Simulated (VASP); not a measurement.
Write the native input for VASP 6.6.1 that does the following.

| Item | Value |
| --- | --- |
| Task | single point |
| Functional | PBE |
| Potentials or basis | VASP PAW PBE potentials, release 64 (Ru_pv) |
| Cutoff | 520 eV |
| k mesh | 18 × 18 × 10 |
| Occupations | gaussian, width 0.1 eV |
| Spin | no spin polarisation |
| Dipole correction | no |
| Further INCAR settings | ALGO = Normal; EDIFF = 1e-06; NBANDS = 21 |

The structure of Ru lies in POSCAR:

```
Ru
1.0
    2.7197977462      0.0000000000      0.0000000000
   -1.3598988731      2.3554139414      0.0000000000
    0.0000000000      0.0000000000      4.2966597636
Ru
2
Direct
    0.3333333333      0.6666666667      0.2500000000
    0.6666666667      0.3333333333      0.7500000000
```

These files were run (other wordings do the same):

INCAR

```
PREC     = Accurate       # precision mode
ENCUT    = 520            # plane-wave cutoff, eV
EDIFF    = 1E-6           # SCF threshold, eV
ISMEAR   = 0              # smearing method
SIGMA    = 0.1            # smearing width, eV
LREAL    = False          # projectors in reciprocal space
LASPH    = True           # aspherical terms in the spheres
NELM     = 60             # most SCF steps
ALGO     = Normal         # electronic algorithm
ISIF     = 2              # what is computed and relaxed
LWAVE    = False          # write WAVECAR
LCHARG   = False          # write CHGCAR
GGA      = PE             # functional
NBANDS   = 21             # bands
```

KPOINTS

```
regular mesh
0
Gamma
  18 18 10
```

Potentials or basis: VASP PAW PBE potentials, release 64 (Ru_pv).

Launch:

```console
$ cat potpaw_PBE.64/Ru_pv/POTCAR > POTCAR
$ mpirun -np 1 vasp_std > vasp.out
```

Results of the run:

- Pressure: -0.1 GPa
- Band gap on the k mesh: zero (band 14 reaches 14.05 eV, above the bottom of band 15 at 10.98 eV)

Run time: 47 s on 1 thread of Intel(R) Xeon(R) Platinum 8559C (Emerald Rapids), on a shared host, peak memory 0.2 GiB.
